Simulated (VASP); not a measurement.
Write the native input for VASP 6.6.1 that does the following.

| Item | Value |
| --- | --- |
| Task | single point |
| Functional | PBE |
| Dispersion | D3(BJ) |
| Potentials or basis | VASP PAW PBE potentials, release 64 (Al, O) |
| Cutoff | 520 eV |
| k mesh | 9 × 9 × 4 |
| Occupations | gaussian, width 0.05 eV |
| Spin | no spin polarisation |
| Dipole correction | no |
| Further INCAR settings | ALGO = Normal; EDIFF = 1e-07; NBANDS = 20 |

The structure of Al2O3 lies in POSCAR:

```
Al2O3
1.0
    2.9532000000      0.0000000000      0.0000000000
   -1.4766000000      2.5575462224      0.0000000000
    0.0000000000      0.0000000000      7.0774000000
Al O
2 3
Direct
    0.0000000000      0.0000000000      0.1907358529
    0.0000000000      0.0000000000      0.8092641471
    0.3333333333      0.6666666667      0.2840924954
    0.6666666667      0.3333333333      0.0000000000
    0.3333333333      0.6666666667      0.7159075046
```

The input as run:

INCAR

```
SYSTEM = Al2O3
PREC     = Accurate       ! precision mode
ENCUT    = 520            ! plane-wave cutoff, eV
EDIFF    = 1E-7           ! SCF threshold, eV
ISMEAR   = 0              ! smearing method
SIGMA    = 0.05           ! smearing width, eV
LREAL    = .False.        ! projectors in reciprocal space
LASPH    = .True.         ! aspherical terms in the spheres
NELM     = 60             ! most SCF steps
ALGO     = Normal         ! electronic algorithm
ISIF     = 2              ! what is computed and relaxed
LWAVE    = .False.        ! write WAVECAR
LCHARG   = .False.        ! write CHGCAR
GGA      = PE             ! functional
IVDW     = 12             ! dispersion correction
NBANDS   = 20             ! bands
```

KPOINTS

```
Automatic mesh
0
Gamma
  9 9 4
  0 0 0
```

Potentials or basis: VASP PAW PBE potentials, release 64 (Al, O).

Run with:

```console
$ cat potpaw_PBE.64/Al/POTCAR potpaw_PBE.64/O/POTCAR > POTCAR
$ mpirun -np 1 vasp_std > vasp.out
```

Results of the run:

- Pressure: -8.0 GPa
- Largest force: 0.946 eV/Å
- Band gap on the k mesh: 3.65 eV, indirect (least direct gap 3.73 eV)
- Dispersion energy per atom: -0.189 eV

It took 28 s on 1 thread of AMD EPYC 9R45 96-Core Processor (Zen 5), on a shared host, peak memory 0.17 GiB.
